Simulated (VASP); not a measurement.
Set up this calculation in VASP 6.6.1, as the native input.

| Quantity | Value |
| --- | --- |
| Task | single point |
| Functional | PBEsol |
| Potentials or basis | VASP PAW PBE potentials, release 64 (Zr_sv) |
| Cutoff | 520 eV |
| k mesh | 10 × 10 × 10 |
| Occupations | methfessel-paxton, width 0.15 eV |
| Spin | no spin polarisation |
| Dipole correction | no |
| Further INCAR settings | ALGO = Normal; EDIFF = 1e-07; NBANDS = 19 |

The structure of Zr lies in POSCAR:

```
Zr
1.0
   -1.6033930000      1.6033930000      6.7000100000
    1.6033930000     -1.6033930000      6.7000100000
    1.6033930000      1.6033930000     -6.7000100000
Zr
2
Direct
    0.6470620000      0.6470620000      0.0000000000
    0.3529380000      0.3529380000      0.0000000000
```

The input as run:

INCAR

```
PREC = Accurate ; ENCUT = 520
EDIFF = 1E-7 ; ISMEAR = 1
SIGMA = 0.15 ; LREAL = False
LASPH = True ; NELM = 100
ALGO = Normal ; ISIF = 2
LWAVE = False ; LCHARG = False
GGA = PS ; NBANDS = 19
```

KPOINTS

```
Automatic mesh
0
Gamma
  10 10 10
```

Potentials or basis: VASP PAW PBE potentials, release 64 (Zr_sv).

Launch:

```bash
$ cat potpaw_PBE.64/Zr_sv/POTCAR > POTCAR
$ mpirun -np 1 vasp_std > vasp.out
```

Results of the run:

| Quantity | Value |
| --- | --- |
| Pressure | -15.8 GPa |
| Largest force | 1.502 eV/Å |
| Band gap on the k mesh | zero (band 12 reaches 5.18 eV, above the bottom of band 13 at 4.34 eV) |

Caveat: the PAW data sets were made with another functional, which shifts forces and pressure a little.

Wall time 6.6 min on 1 thread of AMD EPYC 7R13 Processor (Zen 3), with other jobs on the host, peak memory 0.39 GiB.
